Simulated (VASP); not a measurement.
Input of a VASP 6.6.1 run:

Contents of INCAR:

```
PREC = Accurate
ENCUT = 520
EDIFF = 1E-7
ISMEAR = 0
SIGMA = 0.05
LREAL = False
LASPH = True
NELM = 100
ALGO = Normal
ISIF = 2
LWAVE = False
LCHARG = True
GGA = PS
LELF = True
LVHAR = True
NBANDS = 16
```

File KPOINTS:

```
Automatic mesh
0
Gamma
  16 16 16
```

File POSCAR:

```
InP
1.0
    0.0000000000      2.5336763784      2.5336763784
    2.5336763784      0.0000000000      2.5336763784
    2.5336763784      2.5336763784      0.0000000000
In P
1 1
Direct
    0.0000000000      0.0000000000      0.0000000000
    0.5000000000      0.5000000000      0.5000000000
```

Potentials or basis: VASP PAW PBE potentials, release 64 (In_d, P).

The run is started by

```console
$ cat potpaw_PBE.64/In_d/POTCAR potpaw_PBE.64/P/POTCAR > POTCAR
$ mpirun -np 1 vasp_std > vasp.out
```

Task: Predict the pressure.

Result: 31.9 GPa.

Task: Predict the band gap on the k mesh.

Result: Zero (band 9 reaches 11.14 eV, above the bottom of band 10 at 8.45 eV).

Caveat: the PAW data sets were made with another functional, which shifts forces and pressure a little; spin-orbit coupling is left out, which moves the levels of the heavy elements.
